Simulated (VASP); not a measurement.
# MnPtS3 (Pm-3m) in VASP: single point with PBE

Aim: the single point of MnPtS3 with PBE.

Program: VASP 6.6.1. These are calculated values, not measurements. Logs are shortened: lines on timing, memory, paths and dates and some standing lists are left out, and cuts for length are marked.

## (1) The cell of the first run

The structure is cubic, space group Pm-3m (No. 221). Conventional cell: a = 4.779 Å, b = 4.779 Å, c = 4.779 Å, α = 90.00°, β = 90.00°, γ = 90.00°. Within 4.4 Å of Mn (site symmetry m-3m) lie 12 S at 3.38 Å and 8 Pt at 4.14 Å. Within 3.2 Å of Pt (site symmetry m-3m) lie 6 S at 2.39 Å. Within 3.2 Å of S (site symmetry 4/mmm) lie 2 Pt at 2.39 Å.

The cell was built from a structure type or drawn by symmetry, and may not be a known phase.

## (2) Single point, PBE, collinear spin, ferromagnetic start

INCAR reads:

```
PREC = Accurate ; ENCUT = 520
EDIFF = 1E-7 ; ISMEAR = 0
SIGMA = 0.1 ; LREAL = False
LASPH = True ; NELM = 150
ALGO = Normal ; ISIF = 2
LWAVE = False ; LCHARG = False
ISPIN = 2 ; MAGMOM = 4 0 0 0 0
LORBIT = 11 ; LMAXMIX = 4
GGA = PE ; NBANDS = 32
```

KPOINTS reads:

```
Automatic mesh
0
Gamma
  4 4 4
```

POSCAR reads:

```
MnPtS3
1.0
    4.7785870300      0.0000000000      0.0000000000
    0.0000000000      4.7785870300      0.0000000000
    0.0000000000      0.0000000000      4.7785870300
Mn Pt S
1 1 3
Direct
    0.0000000000      0.0000000000      0.0000000000
    0.5000000000      0.5000000000      0.5000000000
    0.0000000000      0.5000000000      0.5000000000
    0.5000000000      0.0000000000      0.5000000000
    0.5000000000      0.5000000000      0.0000000000
```

Potentials or basis: VASP PAW PBE potentials, release 64 (Mn_pv, Pt, S).

Launch:

```bash
> cat potpaw_PBE.64/Mn_pv/POTCAR potpaw_PBE.64/Pt/POTCAR potpaw_PBE.64/S/POTCAR > POTCAR
> mpirun -np 1 vasp_std > vasp.out
```

OUTCAR:

```text
PREC = Accurate
   ENCUT = 520
   EDIFF = 1E-7
   ISMEAR = 0
   LREAL = False
   LASPH = True
   NELM = 150
   ISIF = 2
   ISPIN = 2
   LORBIT = 11
   GGA = PE

 ion  position               nearest neighbor table
   1  0.000  0.000  0.000-
   2  0.500  0.500  0.500-   3 2.39   4 2.39   5 2.39   5 2.39   4 2.39   3 2.39
   3  0.000  0.500  0.500-   2 2.39   2 2.39
   4  0.500  0.000  0.500-   2 2.39   2 2.39
   5  0.500  0.500  0.000-   2 2.39   2 2.39

  LATTYP: Found a simple cubic cell.
 ALAT       =     4.7785870300

  Lattice vectors:

 A1 = (   4.7785870300,   0.0000000000,   0.0000000000)
 A2 = (   0.0000000000,   4.7785870300,   0.0000000000)
 A3 = (   0.0000000000,   0.0000000000,   4.7785870300)

Analysis of symmetry for initial positions (statically):
=====================================================================
 Subroutine PRICEL returns:
 Original cell was already a primitive cell.

 Routine SETGRP: Setting up the symmetry group for a
 simple cubic supercell.

 Subroutine GETGRP returns: Found 48 space group operations
 (whereof 48 operations were pure point group operations)
 out of a pool of 48 trial point group operations.

The static configuration has the point symmetry O_h .

Analysis of symmetry for dynamics (positions and initial velocities):
=====================================================================
 Subroutine PRICEL returns:
 Original cell was already a primitive cell.

 Routine SETGRP: Setting up the symmetry group for a
 simple cubic supercell.

 Subroutine GETGRP returns: Found 48 space group operations
 (whereof 48 operations were pure point group operations)
 out of a pool of 48 trial point group operations.

The dynamic configuration has the point symmetry O_h .

Analysis of structural, dynamic, and magnetic symmetry:
=====================================================================
 Subroutine PRICEL returns:
 Original cell was already a primitive cell.

 Routine SETGRP: Setting up the symmetry group for a
 simple cubic supercell.

 Subroutine GETGRP returns: Found 48 space group operations
 (whereof 48 operations were pure point group operations)
 out of a pool of 48 trial point group operations.

The overall configuration has the point symmetry O_h .

 Subroutine INISYM returns: Found 48 space group operations
 (whereof 48 operations are pure point group operations),
 and found     1 'primitive' translations

----------------------------------------------------------------------------------------

                                     Primitive cell

  volume of cell :     109.1185

  direct lattice vectors                    reciprocal lattice vectors
     4.778587030  0.000000000  0.000000000     0.209266880  0.000000000  0.000000000
     0.000000000  4.778587030  0.000000000     0.000000000  0.209266880  0.000000000
     0.000000000  0.000000000  4.778587030     0.000000000  0.000000000  0.209266880

  length of vectors
     4.778587030  4.778587030  4.778587030     0.209266880  0.209266880  0.209266880

  position of ions in fractional coordinates (direct lattice)
     0.000000000  0.000000000  0.000000000
     0.500000000  0.500000000  0.500000000
     0.000000000  0.500000000  0.500000000
     0.500000000  0.000000000  0.500000000
     0.500000000  0.500000000  0.000000000

  ion indices of the primitive-cell ions
   primitive index   ion index
                 1           1
                 2           2
                 3           3
                 4           4
                 5           5

----------------------------------------------------------------------------------------

 KPOINTS: Automatic mesh

Automatic generation of k-mesh.
 Grid dimensions read from file:
 generate k-points for:    4    4    4

 Generating k-lattice:

  Cartesian coordinates                     Fractional coordinates (reciprocal lattice)
     0.052316720  0.000000000  0.000000000     0.250000000  0.000000000  0.000000000
     0.000000000  0.052316720  0.000000000     0.000000000  0.250000000  0.000000000
     0.000000000  0.000000000  0.052316720     0.000000000  0.000000000  0.250000000

  Length of vectors
     0.052316720  0.052316720  0.052316720

  Shift w.r.t. Gamma in fractional coordinates (k-lattice)
     0.000000000  0.000000000  0.000000000

 Subroutine IBZKPT returns following result:
 ===========================================

 Found     10 irreducible k-points:

 Following reciprocal coordinates:
            Coordinates               Weight
  0.000000  0.000000  0.000000      1.000000
  0.250000  0.000000  0.000000      6.000000
  0.500000  0.000000  0.000000      3.000000
  0.250000  0.250000  0.000000     12.000000
  0.500000  0.250000  0.000000     12.000000
  0.500000  0.500000  0.000000      3.000000
  0.250000  0.250000  0.250000      8.000000
  0.500000  0.250000  0.250000     12.000000
  0.500000  0.500000  0.250000      6.000000
  0.500000  0.500000  0.500000      1.000000
   k-points           NKPTS =     10   k-points in BZ     NKDIM =     10   number of bands    NBANDS=     32
   number of dos      NEDOS =    301   number of ions     NIONS =      5
   total plane-waves  NPLWV =  46656
   dimension x,y,z NGX =    36 NGY =   36 NGZ =   36
   dimension x,y,z NGXF=    72 NGYF=   72 NGZF=   72
   ions per type =               1   1   3
   NGX,Y,Z   is equivalent  to a cutoff of  12.52, 12.52, 12.52 a.u.
   NGXF,Y,Z  is equivalent  to a cutoff of  25.05, 25.05, 25.05 a.u.
 SYSTEM =  unknown system
   PREC   = accura    normal or accurate (medium, high low for compatibility)
   ISTART =      0    job   : 0-new  1-cont  2-samecut
   ICHARG =      2    charge: 1-file 2-atom 10-const
   ISPIN  =      2    spin polarized calculation?
   LNONCOLLINEAR =      F non collinear calculations
   LSORBIT =      F    spin-orbit coupling
   LASPH  =      T    aspherical Exc in radial PAW
   ENCUT  =  520.0 eV  38.22 Ry    6.18 a.u.   8.89  8.89  8.89*2*pi/ulx,y,z
   NELM   =    150;   NELMIN=  2; NELMDL= -5     # of ELM steps
   EDIFF  = 0.1E-06   stopping-criterion for ELM
   LREAL  =      F    real-space projection
   EDIFFG = 0.1E-05   stopping-criterion for IOM
   NSW    =      0    number of steps for IOM
   IBRION =     -1    ionic relax: 0-MD 1-quasi-New 2-CG
   NFREE  =      0    steps in history (QN), initial steepest desc. (CG)
   ISIF   =      2    stress and relaxation
   ISYM   =      2    0-nonsym 1-usesym 2-fastsym
   POTIM  = 0.5000    time-step for ionic-motion
   TEBEG  =    0.0;   TEEND  =   0.0 temperature during run
   PSTRESS=    0.0 pullay stress
   NELECT =      41.0000    total number of electrons
   NUPDOWN=      -1.0000    fix difference up-down
   EMIN   =  10.00;   EMAX   =-10.00  energy-range for DOS
   EFERMI =   0.00;   METHOD = LEGACY
   ISMEAR =     0;   SIGMA  =   0.10  broadening in eV -4-tet -1-fermi 0-gaus
   EFERMI_NEDOS =   21; number of points for ismear=-14 and -15
   IALGO  =     38    algorithm
   IMIX   =      4    mixing-type and parameters
     AMIX     =   0.40;   BMIX     =  1.00
     AMIX_MAG =   1.60;   BMIX_MAG =  1.00
  volume/ion in A,a.u.               =      21.82       147.27
  Fermi-wavevector in a.u.,A,eV,Ry     =   1.181327  2.232383 18.987370  1.395532
  Thomas-Fermi vector in A             =   2.317602
   LORBIT       =     11    0 simple, 1 ext, 2 COOP (PROOUT), +10 PAW based schemes
   GGA     = PE    functional components
   LHFCALC =     F    Hartree Fock is set to
   AEXX    =    0.0000 exact exchange contribution
   IVDW    =     0    specifies the selected vdW correction
   LEPSILON=     F    determine dielectric tensor
   LRPA    =     F    only Hartree local field effects (RPA)
 spin polarized calculation
 Gauss-broadening in eV      SIGMA  =   0.10
  energy-cutoff  :      520.00
  volume of cell :      109.12
 maximum number of plane-waves:      3016
 NGX is ok and might be reduce to    36
   NGX = 17   NGY = 17   NGZ = 17

 number of electron      41.0000029 magnetization       3.9086889

 Free energy of the ion-electron system (eV)
  ---------------------------------------------------
  ext. energy  EPLUGINS =         0.00000000
  ---------------------------------------------------
  free energy    TOTEN  =       -24.86832742 eV

  energy without entropy =      -24.84389294  energy(sigma->0) =      -24.85611018

 E-fermi :   4.2885     XC(G=0):  -9.7760

 val. band max:        4.2855499855   @ k =   0.5000   0.5000   0.0000
 cond. band min:       4.3002642154   @ k =   0.5000   0.0000   0.0000
 fundamental gap:      0.0147142299
 Fermi energy:         4.2884982544

 spin component 1

 k-point     1 :       0.0000    0.0000    0.0000
  band No.  band energies     occupation
      1     -46.7783      1.00000
      2     -46.7783      1.00000
      3     -46.7783      1.00000
      4      -9.2421      1.00000
      5      -7.5905      1.00000
      6      -7.5905      1.00000
[... 24 lines left out ...]
     31      11.7103      0.00000
     32      11.7103      0.00000

 k-point     2 :       0.2500    0.0000    0.0000
  band No.  band energies     occupation
      1     -46.7784      1.00000
      2     -46.7783      1.00000
      3     -46.7783      1.00000
      4      -9.0193      1.00000
      5      -7.6077      1.00000
      6      -7.5746      1.00000
[... 24 lines left out ...]
     31      11.7763      0.00000
     32      12.6826      0.00000
[... 243 lines left out ...]
     31      11.7276      0.00000
     32      12.2578      0.00000

 k-point    10 :       0.5000    0.5000    0.5000
  band No.  band energies     occupation
      1     -46.7784      1.00000
      2     -46.7784      1.00000
      3     -46.7784      1.00000
      4      -7.5265      1.00000
      5      -7.5265      1.00000
      6      -7.5265      1.00000
[... 24 lines left out ...]
     31      11.7262      0.00000
     32      11.7262      0.00000
 Fermi energy:         4.2884982544

 spin component 2

 k-point     1 :       0.0000    0.0000    0.0000
  band No.  band energies     occupation
      1     -41.9804      1.00000
      2     -41.9804      1.00000
      3     -41.9804      1.00000
      4      -9.4147      1.00000
      5      -7.7919      1.00000
      6      -7.7919      1.00000
[... 24 lines left out ...]
     31      12.9867      0.00000
     32      12.9867      0.00000

 k-point     2 :       0.2500    0.0000    0.0000
  band No.  band energies     occupation
      1     -41.9804      1.00000
      2     -41.9804      1.00000
      3     -41.9804      1.00000
      4      -9.1966      1.00000
      5      -7.8116      1.00000
      6      -7.7772      1.00000
[... 24 lines left out ...]
     31      11.9846      0.00000
     32      13.3180      0.00000
[... 243 lines left out ...]
     31      11.6935      0.00000
     32      12.2610      0.00000

 k-point    10 :       0.5000    0.5000    0.5000
  band No.  band energies     occupation
      1     -41.9805      1.00000
      2     -41.9805      1.00000
      3     -41.9805      1.00000
      4      -7.7391      1.00000
      5      -7.7391      1.00000
      6      -7.7391      1.00000
[... 24 lines left out ...]
     31      12.6976      0.00000
     32      12.6976      0.00000

------------------------ aborting loop because EDIFF is reached ----------------------------------------

  FORCE on cell =-STRESS in cart. coord.  units (eV):
  Direction    XX          YY          ZZ          XY          YZ          ZX
  --------------------------------------------------------------------------------------
  -------------------------------------------------------------------------------------
  Total       -2.0990484     -2.0990484     -2.0990484      0.0000000     -0.0000000      0.0000000
  in kB      -30.8201342    -30.8201342    -30.8201342      0.0000000     -0.0000000      0.0000000
  external PRESSURE =     -30.8201342 kB  Pullay stress =       0.0000000 kB

 VOLUME and BASIS-vectors are now :
 -----------------------------------------------------------------------------
  energy-cutoff  :      520.00
  volume of cell :      109.12
      direct lattice vectors                 reciprocal lattice vectors
     4.778587030  0.000000000  0.000000000     0.209266880  0.000000000  0.000000000
     0.000000000  4.778587030  0.000000000     0.000000000  0.209266880  0.000000000
     0.000000000  0.000000000  4.778587030     0.000000000  0.000000000  0.209266880

 POSITION                                       TOTAL-FORCE (eV/Angst)
 -----------------------------------------------------------------------------------
      0.00000      0.00000      0.00000         0.000000      0.000000      0.000000
      2.38929      2.38929      2.38929         0.000000      0.000000      0.000000
      0.00000      2.38929      2.38929         0.000000      0.000000      0.000000
      2.38929      0.00000      2.38929         0.000000      0.000000      0.000000
      2.38929      2.38929      0.00000         0.000000      0.000000      0.000000
 -----------------------------------------------------------------------------------
    total drift:                                0.000000      0.000000      0.000000

  FREE ENERGIE OF THE ION-ELECTRON SYSTEM (eV)
  ---------------------------------------------------
  free  energy   TOTEN  =       -24.8683274183 eV

  energy  without entropy=      -24.8438929359  energy(sigma->0) =      -24.85611018

 total charge

# of ion       s       p       d       tot
------------------------------------------
    1        0.166   6.033   4.865  11.064
    2        0.648   0.611   8.106   9.365
    3        1.370   2.247   0.000   3.617
    4        1.370   2.247   0.000   3.617
    5        1.370   2.247   0.000   3.617
--------------------------------------------------
tot          4.924  13.383  12.971  31.278

 magnetization (x)

# of ion       s       p       d       tot
------------------------------------------
    1        0.073   0.013   4.415   4.501
    2       -0.013   0.003  -0.228  -0.238
    3       -0.003  -0.145   0.000  -0.148
    4       -0.003  -0.145   0.000  -0.148
    5       -0.003  -0.145   0.000  -0.148
--------------------------------------------------
tot          0.051  -0.419   4.187   3.819
```

It took 2.3 min on 1 thread of Intel Xeon 8259CL, shared host; peak memory 0.27 GiB.

What came out:

```
Free energy                                           : -24.8683 eV
Pressure                                              : -3.1 GPa
Net moment                                            : 3.91 μB per cell
Site moments                                          : Mn +4.50; Pt -0.24; S -0.15 μB
Valence electrons inside the program's atomic spheres : Mn 11.06; Pt 9.37; S 3.62
```

Caveat: the cell stands under tension; spin-orbit coupling is left out, which moves the levels of the heavy elements; a cell with one magnetic atom can't hold antiferromagnetic order, which such compounds often take; semilocal functionals often make such compounds metallic where correlation or magnetic order opens a gap, which also shifts bond lengths.
